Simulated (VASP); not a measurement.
# Pd: single point with PBE

Pd:

```
Pd
1.0
     0.00000    1.89628    1.89628
     1.89628    0.00000    1.89628
     1.89628    1.89628    0.00000
Pd
1
Direct
  0.00000 0.00000 0.00000
```

This cell differs from its parent crystal: strain -0.025 along x and y, -0.025 along z.

| Quantity | Value |
| --- | --- |
| Program | VASP 6.6.1 |
| Task | single point |
| Functional | PBE |
| Potentials or basis | VASP PAW PBE potentials, release 64 (Pd) |
| Cutoff | 520 eV |
| k mesh | 8 × 8 × 8 |
| Occupations | gaussian, width 0.15 eV |
| Spin | no spin polarisation |

The pressure is 27.6 GPa and the band gap on the k mesh is zero (band 5 reaches 11.56 eV, above the bottom of band 6 at 9.73 eV).

Levels at points of the mesh, in eV from the Fermi level:
```
           k point  band 2  band 3  band 4  band 5  band 6  band 7  band 8  band 9
(0.00, 0.00, 0.00)   -3.30   -3.30   -3.30   -1.47   -1.47   17.08   22.31   22.31
(0.50, 0.00, 0.00)   -3.37   -3.37   -0.09   -0.09    0.73    7.89   16.46   21.76
(0.50, 0.50, 0.00)   -5.87   -0.13    0.27    0.27    3.24   11.53   13.53   13.53
```

It took 4.2 s on 1 thread of AMD EPYC 9R14 (Zen 4), on a shared host, peak memory 0.09 GiB.

Caveat: the cell differs from its parent crystal (strain -0.025 along x and y, -0.025 along z).
